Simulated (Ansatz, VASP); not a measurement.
Two plane-wave programs on Na

The input INCAR:

```
SYSTEM = Na
PREC = Accurate
ENCUT = 520
EDIFF = 1E-7
ISMEAR = -1
SIGMA = 0.05
LREAL = .False.
LASPH = .True.
NELM = 60
ALGO = Normal
ISIF = 2
LWAVE = .False.
LCHARG = .False.
GGA = CA
NBANDS = 10
```

KPOINTS

```
Automatic mesh
0
Gamma
  12 12 12
  0 0 0
```

POSCAR

```
Na
1.0
    3.1558996988      0.0000000000      0.0000000000
    0.0000000000      3.1558996988      0.0000000000
    0.0000000000      0.0000000000      3.1558996988
Na
1
Direct
    0.0000000000      0.0000000000      0.0000000000
```

Input for Ansatz:

```yaml
crystal:
  lattice:
    - [3.1558996988, 0.0, 0.0]
    - [0.0, 3.1558996988, 0.0]
    - [0.0, 0.0, 3.1558996988]
  atoms:
    - { symbol: Na, position: [0.0, 0.0, 0.0] }
kpoints:
  mp_grid: { grid: [12, 12, 12] }
scf:
  occupations: { method: fermi_dirac, width: 0.05 }
hamiltonian:
  xc: lda
  pseudopotentials: { kind: paw }
output:
  forces: true
  stress: true
  eigenvalues: true
  populations: true
  write_density: true
  write_potential: true
  elf: true
  volumetric_format: npy
```

Change from the starting cell: volume scaled by 0.88, PAW files.

Alike in both runs: task single point; functional LDA; k mesh 12 × 12 × 12; occupations fermi-dirac, width 0.05 eV; no spin polarisation.

|  | VASP | Ansatz |
| --- | --- | --- |
| version | VASP 6.6.1 | Ansatz 0.2.0 |
| potentials or method | VASP PAW LDA potentials, release 64 (Na_pv) | PAW with Ansatz's default frozen-core files, scalar-relativistic |
| plane-wave cutoff (eV) | 520 | 420 |
| valence electrons in the cell | 7 | 9 |

```csv
,VASP,Ansatz,Ansatz less VASP
pressure (GPa),1.2,1.2,+0.01
```

LDA's correlation is that of Perdew and Zunger in VASP and of Perdew and Wang (1992) in Ansatz. VASP's potentials hold 7 valence electrons a cell and Ansatz's 9, so a difference there can come from the potentials and not from the codes.
